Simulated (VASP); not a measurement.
# NbSi (CsCl type) (Pm-3m) in VASP: notebook

NbSi (CsCl type) is run at these levels: PBE; tasks: single point, relaxation of cell and atoms.

Program: VASP 6.6.1. These are calculated values, not measurements. Logs are shortened: lines on timing, memory, paths and dates and some standing lists are left out, and cuts for length are marked.

## (1) The cell of the first run

It takes space group Pm-3m (No. 221, cubic). The conventional cell has a = 3.037 Å, b = 3.037 Å, c = 3.037 Å, α = 90.00°, β = 90.00°, γ = 90.00°. Nb (site symmetry m-3m) has 8 Si at 2.63 Å and 6 Nb at 3.04 Å within 3.5 Å. Si (site symmetry m-3m) has 8 Nb at 2.63 Å and 6 Si at 3.04 Å within 3.5 Å.

## (2) Single point, PBE

Input file INCAR:

```
PREC = Accurate
ENCUT = 500
EDIFF = 1E-6
ISMEAR = -1
SIGMA = 0.1
LREAL = False
LASPH = True
NELM = 120
ALGO = Normal
ISIF = 2
LWAVE = False
LCHARG = True
GGA = PE
LELF = True
LVHAR = True
NBANDS = 16
GGA_COMPAT = False
```

Input file KPOINTS:

```
regular mesh
0
Gamma
  13 13 13
```

Input file POSCAR:

```
NbSi
1.0
    3.0369682099      0.0000000000      0.0000000000
    0.0000000000      3.0369682099      0.0000000000
    0.0000000000      0.0000000000      3.0369682099
Nb Si
1 1
Direct
    0.0000000000      0.0000000000      0.0000000000
    0.5000000000      0.5000000000      0.5000000000
```

Potentials or basis: VASP PAW PBE potentials, release 64 (Nb_sv, Si).

Launch:

```bash
cat potpaw_PBE.64/Nb_sv/POTCAR potpaw_PBE.64/Si/POTCAR > POTCAR
mpirun -np 1 vasp_std > vasp.out
```

OUTCAR:

```text
PREC = Accurate
   ENCUT = 500
   EDIFF = 1E-6
   ISMEAR = -1
   LREAL = False
   LASPH = True
   NELM = 120
   ISIF = 2
   GGA = PE

 ion  position               nearest neighbor table
   1  0.000  0.000  0.000-   2 2.63   2 2.63   2 2.63   2 2.63   2 2.63   2 2.63   2 2.63   2 2.63

   2  0.500  0.500  0.500-   1 2.63   1 2.63   1 2.63   1 2.63   1 2.63   1 2.63   1 2.63   1 2.63

  LATTYP: Found a simple cubic cell.
 ALAT       =     3.0369682099

  Lattice vectors:

 A1 = (   3.0369682099,   0.0000000000,   0.0000000000)
 A2 = (   0.0000000000,   3.0369682099,   0.0000000000)
 A3 = (   0.0000000000,   0.0000000000,   3.0369682099)

Analysis of symmetry for initial positions (statically):
=====================================================================
 Subroutine PRICEL returns:
 Original cell was already a primitive cell.

 Routine SETGRP: Setting up the symmetry group for a
 simple cubic supercell.

 Subroutine GETGRP returns: Found 48 space group operations
 (whereof 48 operations were pure point group operations)
 out of a pool of 48 trial point group operations.

The static configuration has the point symmetry O_h .

Analysis of symmetry for dynamics (positions and initial velocities):
=====================================================================
 Subroutine PRICEL returns:
 Original cell was already a primitive cell.

 Routine SETGRP: Setting up the symmetry group for a
 simple cubic supercell.

 Subroutine GETGRP returns: Found 48 space group operations
 (whereof 48 operations were pure point group operations)
 out of a pool of 48 trial point group operations.

The dynamic configuration has the point symmetry O_h .

 Subroutine INISYM returns: Found 48 space group operations
 (whereof 48 operations are pure point group operations),
 and found     1 'primitive' translations

----------------------------------------------------------------------------------------

                                     Primitive cell

  volume of cell :      28.0105

  direct lattice vectors                    reciprocal lattice vectors
     3.036968210  0.000000000  0.000000000     0.329275755  0.000000000  0.000000000
     0.000000000  3.036968210  0.000000000     0.000000000  0.329275755  0.000000000
     0.000000000  0.000000000  3.036968210     0.000000000  0.000000000  0.329275755

  length of vectors
     3.036968210  3.036968210  3.036968210     0.329275755  0.329275755  0.329275755

  position of ions in fractional coordinates (direct lattice)
     0.000000000  0.000000000  0.000000000
     0.500000000  0.500000000  0.500000000

  ion indices of the primitive-cell ions
   primitive index   ion index
                 1           1
                 2           2

----------------------------------------------------------------------------------------

 KPOINTS: regular mesh

Automatic generation of k-mesh.
 Grid dimensions read from file:
 generate k-points for:   13   13   13

 Generating k-lattice:

  Cartesian coordinates                     Fractional coordinates (reciprocal lattice)
     0.025328904  0.000000000  0.000000000     0.076923077  0.000000000  0.000000000
     0.000000000  0.025328904  0.000000000     0.000000000  0.076923077  0.000000000
     0.000000000  0.000000000  0.025328904     0.000000000  0.000000000  0.076923077

  Length of vectors
     0.025328904  0.025328904  0.025328904

  Shift w.r.t. Gamma in fractional coordinates (k-lattice)
     0.000000000  0.000000000  0.000000000

 Subroutine IBZKPT returns following result:
 ===========================================

 Found     84 irreducible k-points:

 Following reciprocal coordinates:
            Coordinates               Weight
  0.000000  0.000000  0.000000      1.000000
  0.076923  0.000000  0.000000      6.000000
  0.153846  0.000000  0.000000      6.000000
  0.230769  0.000000  0.000000      6.000000
  0.307692  0.000000  0.000000      6.000000
  0.384615  0.000000  0.000000      6.000000
[... 16 lines left out ...]
  0.307692  0.307692  0.000000     12.000000
  0.384615  0.307692  0.000000     24.000000
 [... further k-points ...]
   k-points           NKPTS =     84   k-points in BZ     NKDIM =     84   number of bands    NBANDS=     16
   number of dos      NEDOS =    301   number of ions     NIONS =      2
   total plane-waves  NPLWV =  13824
   dimension x,y,z NGX =    24 NGY =   24 NGZ =   24
   dimension x,y,z NGXF=    48 NGYF=   48 NGZF=   48
   ions per type =               1   1
   NGX,Y,Z   is equivalent  to a cutoff of  13.14, 13.14, 13.14 a.u.
   NGXF,Y,Z  is equivalent  to a cutoff of  26.28, 26.28, 26.28 a.u.
 SYSTEM =  unknown system
   PREC   = accura    normal or accurate (medium, high low for compatibility)
   ISTART =      0    job   : 0-new  1-cont  2-samecut
   ICHARG =      2    charge: 1-file 2-atom 10-const
   ISPIN  =      1    spin polarized calculation?
   LNONCOLLINEAR =      F non collinear calculations
   LSORBIT =      F    spin-orbit coupling
   LASPH  =      T    aspherical Exc in radial PAW
   ENCUT  =  500.0 eV  36.75 Ry    6.06 a.u.   5.54  5.54  5.54*2*pi/ulx,y,z
   NELM   =    120;   NELMIN=  2; NELMDL= -5     # of ELM steps
   EDIFF  = 0.1E-05   stopping-criterion for ELM
   LREAL  =      F    real-space projection
   EDIFFG = 0.1E-04   stopping-criterion for IOM
   NSW    =      0    number of steps for IOM
   IBRION =     -1    ionic relax: 0-MD 1-quasi-New 2-CG
   NFREE  =      0    steps in history (QN), initial steepest desc. (CG)
   ISIF   =      2    stress and relaxation
   ISYM   =      2    0-nonsym 1-usesym 2-fastsym
   POTIM  = 0.5000    time-step for ionic-motion
   TEBEG  =    0.0;   TEEND  =   0.0 temperature during run
   PSTRESS=    0.0 pullay stress
   NELECT =      17.0000    total number of electrons
   NUPDOWN=      -1.0000    fix difference up-down
   EMIN   =  10.00;   EMAX   =-10.00  energy-range for DOS
   EFERMI =   0.00;   METHOD = LEGACY
   ISMEAR =    -1;   SIGMA  =   0.10  broadening in eV -4-tet -1-fermi 0-gaus
   EFERMI_NEDOS =   21; number of points for ismear=-14 and -15
   IALGO  =     38    algorithm
   IMIX   =      4    mixing-type and parameters
     AMIX     =   0.40;   BMIX     =  1.00
     AMIX_MAG =   1.60;   BMIX_MAG =  1.00
  volume/ion in A,a.u.               =      14.01        94.51
  Fermi-wavevector in a.u.,A,eV,Ry     =   1.386067  2.619287 26.139265  1.921182
  Thomas-Fermi vector in A             =   2.510418
   LORBIT       =      0    0 simple, 1 ext, 2 COOP (PROOUT), +10 PAW based schemes
   GGA     = PE    functional components
   LHFCALC =     F    Hartree Fock is set to
   AEXX    =    0.0000 exact exchange contribution
   IVDW    =     0    specifies the selected vdW correction
   LEPSILON=     F    determine dielectric tensor
   LRPA    =     F    only Hartree local field effects (RPA)
 non-spin polarized calculation
  energy-cutoff  :      500.00
  volume of cell :       28.01
 maximum number of plane-waves:       739
 NGX is ok and might be reduce to    24
   NGX = 11   NGY = 11   NGZ = 11

 number of electron      16.9999999 magnetization

 Free energy of the ion-electron system (eV)
  ---------------------------------------------------
  ext. energy  EPLUGINS =         0.00000000
  ---------------------------------------------------
  free energy    TOTEN  =       -15.82622903 eV

  energy without entropy =      -15.78168925  energy(sigma->0) =      -15.80395914

 E-fermi :  12.8104     XC(G=0): -12.6269

 val. band max:       12.8058730808   @ k =   0.2308   0.2308   0.2308
 cond. band min:      12.8123699502   @ k =   0.3846   0.3846   0.0000
 fundamental gap:      0.0064968694
 Fermi energy:        12.8104045351

 k-point     1 :       0.0000    0.0000    0.0000
  band No.  band energies     occupation
      1     -41.5810      2.00000
      2     -17.4665      2.00000
      3     -17.4665      2.00000
      4     -17.4665      2.00000
      5       1.0864      2.00000
      6       9.6274      2.00000
[... 8 lines left out ...]
     15      23.5208      0.00000
     16      24.2271      0.00000

 k-point     2 :       0.0769    0.0000    0.0000
  band No.  band energies     occupation
      1     -41.5776      2.00000
      2     -17.5060      2.00000
      3     -17.4629      2.00000
      4     -17.4629      2.00000
      5       1.2046      2.00000
      6       9.6182      2.00000
[... 8 lines left out ...]
     15      23.6998      0.00000
     16      24.6404      0.00000

 k-point     3 :       0.1538    0.0000    0.0000
  band No.  band energies     occupation
      1     -41.5682      2.00000
      2     -17.6142      2.00000
      3     -17.4530      2.00000
      4     -17.4530      2.00000
      5       1.5499      2.00000
      6       9.4866      2.00000
[... 8 lines left out ...]
     15      23.8573      0.00000
     16      26.0050      0.00000

 k-point     4 :       0.2308    0.0000    0.0000
  band No.  band energies     occupation
      1     -41.5548      2.00000
      2     -17.7637      2.00000
      3     -17.4389      2.00000
      4     -17.4389      2.00000
      5       2.0979      2.00000
      6       9.0190      2.00000
[... 8 lines left out ...]
     15      23.9292      0.00000
     16      27.4612      0.00000

 k-point     5 :       0.3077    0.0000    0.0000
  band No.  band energies     occupation
      1     -41.5406      2.00000
      2     -17.9185      2.00000
      3     -17.4239      2.00000
      4     -17.4239      2.00000
      5       2.8144      2.00000
      6       8.1780      2.00000
[... 8 lines left out ...]
     15      23.8614      0.00000
     16      26.0104      0.00000

 k-point     6 :       0.3846    0.0000    0.0000
  band No.  band energies     occupation
      1     -41.5288      2.00000
      2     -18.0442      2.00000
      3     -17.4114      2.00000
      4     -17.4114      2.00000
      5       3.6529      2.00000
      6       7.1487      2.00000
[... 8 lines left out ...]
     15      23.5145      0.00000
     16      24.6102      0.00000

 k-point     7 :       0.4615    0.0000    0.0000
  band No.  band energies     occupation
      1     -41.5221      2.00000
      2     -18.1141      2.00000
      3     -17.4044      2.00000
      4     -17.4044      2.00000
      5       4.4787      2.00000
      6       6.1981      2.00000
[... 8 lines left out ...]
     15      23.0014      0.00000
     16      23.3063      0.00000

 k-point     8 :       0.0769    0.0769    0.0000
  band No.  band energies     occupation
      1     -41.5742      2.00000
      2     -17.5058      2.00000
      3     -17.4987      2.00000
      4     -17.4593      2.00000
      5       1.3208      2.00000
      6       9.6561      2.00000
[... 8 lines left out ...]
     15      23.6683      0.00000
     16      24.9151      0.00000

 k-point     9 :       0.1538    0.0769    0.0000
  band No.  band energies     occupation
      1     -41.5648      2.00000
      2     -17.6103      2.00000
      3     -17.4914      2.00000
      4     -17.4494      2.00000
      5       1.6598      2.00000
      6       9.5501      2.00000
[... 8 lines left out ...]
     15      23.9504      0.00000
     16      26.0522      0.00000
[... 172 lines left out ...]
 k-point    19 :       0.2308    0.2308    0.0000
  band No.  band energies     occupation
      1     -41.5292      2.00000
      2     -17.7406      2.00000
      3     -17.7100      2.00000
      4     -17.4119      2.00000
      5       2.9184      2.00000
      6       9.1037      2.00000
[... 8 lines left out ...]
     15      25.2809      0.00000
     16      25.4303      0.00000

 k-point    20 :       0.3077    0.2308    0.0000
  band No.  band energies     occupation
      1     -41.5153      2.00000
      2     -17.8761      2.00000
      3     -17.7033      2.00000
      4     -17.3972      2.00000
      5       3.4598      2.00000
      6       8.4487      2.00000
[... 8 lines left out ...]
     15      24.0273      0.00000
     16      25.3398      0.00000

 k-point    21 :       0.3846    0.2308    0.0000
  band No.  band energies     occupation
      1     -41.5037      2.00000
      2     -17.9968      2.00000
      3     -17.6868      2.00000
      4     -17.3850      2.00000
      5       4.0260      2.00000
      6       7.7160      2.00000
[... 8 lines left out ...]
     15      22.6784      0.00000
     16      25.4301      0.00000

 k-point    22 :       0.4615    0.2308    0.0000
  band No.  band energies     occupation
      1     -41.4971      2.00000
      2     -18.0641      2.00000
      3     -17.6772      2.00000
      4     -17.3780      2.00000
      5       4.4511      2.00000
      6       7.1977      2.00000
[... 8 lines left out ...]
     15      21.3481      0.00000
     16      25.6135      0.00000

 k-point    23 :       0.3077    0.3077    0.0000
  band No.  band energies     occupation
      1     -41.5015      2.00000
      2     -17.8644      2.00000
      3     -17.8379      2.00000
      4     -17.3826      2.00000
      5       3.8366      2.00000
      6       8.3463      2.00000
[... 8 lines left out ...]
     15      23.6145      0.00000
     16      25.9725      0.00000

 k-point    24 :       0.3846    0.3077    0.0000
  band No.  band energies     occupation
      1     -41.4901      2.00000
      2     -17.9710      2.00000
      3     -17.8308      2.00000
      4     -17.3706      2.00000
      5       4.1752      2.00000
      6       8.0903      2.00000
[... 8 lines left out ...]
     15      23.0061      0.00000
     16      26.7787      0.00000

 [... further k-points ...]

------------------------ aborting loop because EDIFF is reached ----------------------------------------

  FORCE on cell =-STRESS in cart. coord.  units (eV):
  Direction    XX          YY          ZZ          XY          YZ          ZX
  --------------------------------------------------------------------------------------
  -------------------------------------------------------------------------------------
  Total        4.3100143      4.3100143      4.3100143      0.0000000     -0.0000000      0.0000000
  in kB      246.5293095    246.5293095    246.5293095      0.0000000     -0.0000000      0.0000000
  external PRESSURE =     246.5293095 kB  Pullay stress =       0.0000000 kB

 VOLUME and BASIS-vectors are now :
 -----------------------------------------------------------------------------
  energy-cutoff  :      500.00
  volume of cell :       28.01
      direct lattice vectors                 reciprocal lattice vectors
     3.036968210  0.000000000  0.000000000     0.329275755  0.000000000  0.000000000
     0.000000000  3.036968210  0.000000000     0.000000000  0.329275755  0.000000000
     0.000000000  0.000000000  3.036968210     0.000000000  0.000000000  0.329275755

 POSITION                                       TOTAL-FORCE (eV/Angst)
 -----------------------------------------------------------------------------------
      0.00000      0.00000      0.00000         0.000000      0.000000      0.000000
      1.51848      1.51848      1.51848         0.000000      0.000000      0.000000
 -----------------------------------------------------------------------------------
    total drift:                               -0.000000      0.000000      0.000000

  FREE ENERGIE OF THE ION-ELECTRON SYSTEM (eV)
  ---------------------------------------------------
  free  energy   TOTEN  =       -15.8262290314 eV

  energy  without entropy=      -15.7816892505  energy(sigma->0) =      -15.80395914
```

Run time: 12 s. Hardware: 1 thread of Intel Xeon 6975P-C (Granite Rapids), shared host; peak memory 0.16 GiB.

What came out:

- Free energy: -15.8262 eV
- Pressure: 24.7 GPa

## (3) Single point, PBE

Input file INCAR:

```
SYSTEM = NbSi
PREC     = Accurate       ! precision mode
ENCUT    = 500            ! plane-wave cutoff, eV
EDIFF    = 1E-6           ! SCF threshold, eV
ISMEAR   = -1             ! smearing method
SIGMA    = 0.1            ! smearing width, eV
LREAL    = .FALSE.        ! projectors in reciprocal space
LASPH    = .TRUE.         ! aspherical terms in the spheres
NELM     = 120            ! most SCF steps
ALGO     = Normal         ! electronic algorithm
ISIF     = 2              ! what is computed and relaxed
LWAVE    = .FALSE.        ! write WAVECAR
LCHARG   = .TRUE.         ! write CHGCAR
GGA      = PE             ! functional
LELF     = .TRUE.         ! ELF
LVHAR    = .TRUE.       
NBANDS   = 16             ! bands
GGA_COMPAT= .FALSE.
```

Input file KPOINTS:

```
regular mesh
0
G
  13 13 13
  0 0 0
```

Input file POSCAR:

```
NbSi
1.0
    3.0368386335      0.0000000000      0.0000000000
    0.0000000000      3.0368386335      0.0000000000
    0.0000000000      0.0000000000      3.0368386335
Nb Si
1 1
Direct
    0.0000000000      0.0000000000      0.0000000000
    0.5000000000      0.5000000000      0.5000000000
```

Potentials or basis: VASP PAW PBE potentials, release 64 (Nb_sv, Si).

Launch:

```bash
cat potpaw_PBE.64/Nb_sv/POTCAR potpaw_PBE.64/Si/POTCAR > POTCAR
mpirun -np 1 vasp_std > vasp.out
```

It took 14 s on 1 thread of Intel Xeon 6975P-C (Granite Rapids), shared host; peak memory 0.15 GiB.

Results (log left out):

- Free energy: -15.8257 eV
- Pressure: 24.7 GPa

Levels at points of the mesh, in eV from the Fermi level:
| k point | band 6 | band 7 | band 8 | band 9 | band 10 | band 11 |
| --- | --- | --- | --- | --- | --- | --- |
| (0.00, 0.00, 0.00) | -3.18 | -3.18 | 2.56 | 2.56 | 2.56 | 2.85 |

(Continued in part 2 of 2.)
